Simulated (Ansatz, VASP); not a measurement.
Two plane-wave programs on SnPPt2

```xyz
8
Lattice="1.7874 3.0958 0.0000 -1.7874 3.0958 0.0000 0.0000 0.0000 13.3011" Properties=species:S:1:pos:R:3 pbc="T T T"
Sn    0.0000    0.0000    0.0000
Sn    0.0000    0.0000    6.6506
P     0.0000    2.0639    3.3253
P     0.0000    4.1278    9.9758
Pt    0.0000    2.0639    8.6230
Pt    0.0000    4.1278    1.9725
Pt    0.0000    2.0639   11.3286
Pt    0.0000    4.1278    4.6781
```

Alike in both runs: functional PBE; k mesh 5 × 5 × 2; occupations fermi-dirac, width 0.1269 eV; no spin polarisation.

Ansatz relaxed the structure, and its values are those at the end. VASP's run is a single point on that final structure, the one shown.

```csv
,VASP,Ansatz
version,VASP 6.6.1,Ansatz 0.2.0
potentials or method,"VASP PAW PBE potentials, release 64 (Sn_d, P, Pt), cutoff 520 eV",PAW plane waves
valence electrons in the cell,78,110
```

Ansatz gave:

| Quantity | Value |
| --- | --- |
| gap on the k mesh at the Fermi level (eV) | none |
| pressure (GPa) | 0.0 |

Q: What did VASP give for the same quantities?

A: gap on the k mesh at the Fermi level (eV): none; pressure (GPa): -0.1.

A gap of «none» marks a metal or a gap that the smearing closes. VASP's potentials hold 78 valence electrons a cell and Ansatz's 110, so a difference there can come from the potentials and not from the codes. Ansatz's warnings: structure snapped to symmetry.

The k mesh is coarse, so the values compare programs but aren't converged. Spin-orbit coupling is off throughout.
